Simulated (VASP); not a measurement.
Wanted: the native input for a VASP 6.6.1 run.

```
Task                   : single point
Functional             : LDA
Potentials or basis    : VASP PAW LDA potentials, release 64 (C)
Cutoff                 : 520 eV
k mesh                 : 12 × 12 × 3
Occupations            : gaussian, width 0.05 eV
Spin                   : no spin polarisation
Dipole correction      : no
Further INCAR settings : ALGO = Normal; EDIFF = 1e-07; NBANDS = 21
```

The structure of C lies in POSCAR:

```
C
1.0
    0.0000000000      2.4448680940      0.0000000000
   -2.1172982845      1.2224340470      0.0115975242
   -0.9990598491      1.4261730548      9.9945094918
C
6
Direct
    0.4444219950     -0.0833661278      0.1667332609
    0.5555331061     -0.0833661278      0.8333999276
   -0.0000224494      0.4166338722      0.5000665943
    0.3333446716      0.7500161278      0.4999667391
    0.7777891161      0.2500161278      0.1666334057
   -0.1110997728      0.2500161278      0.8333000724
```

This cell differs from its parent crystal: the part above a cut slid along it.

These files were run (other wordings do the same):

INCAR

```
  PREC = Accurate
  ENCUT = 520
  EDIFF = 1E-7
  ISMEAR = 0
  SIGMA = 0.05
  LREAL = False
  LASPH = True
  NELM = 100
  ALGO = Normal
  ISIF = 2
  LWAVE = False
  LCHARG = False
  NBANDS = 21
```

KPOINTS

```
regular mesh
0
Gamma
  12 12 3
```

Potentials or basis: VASP PAW LDA potentials, release 64 (C).

Launch:

```bash
$ cat potpaw_LDA.64/C/POTCAR > POTCAR
$ mpirun -np 1 vasp_std > vasp.out
```

It gave:

| Property | Result |
| --- | --- |
| Pressure | 1.0 GPa |
| Largest force | 0.038 eV/Å |

Caveat: the cell differs from its parent crystal (the part above a cut slid along it).

It took 4 min on 1 thread of Intel Xeon 8259CL, on a shared host, peak memory 0.26 GiB.
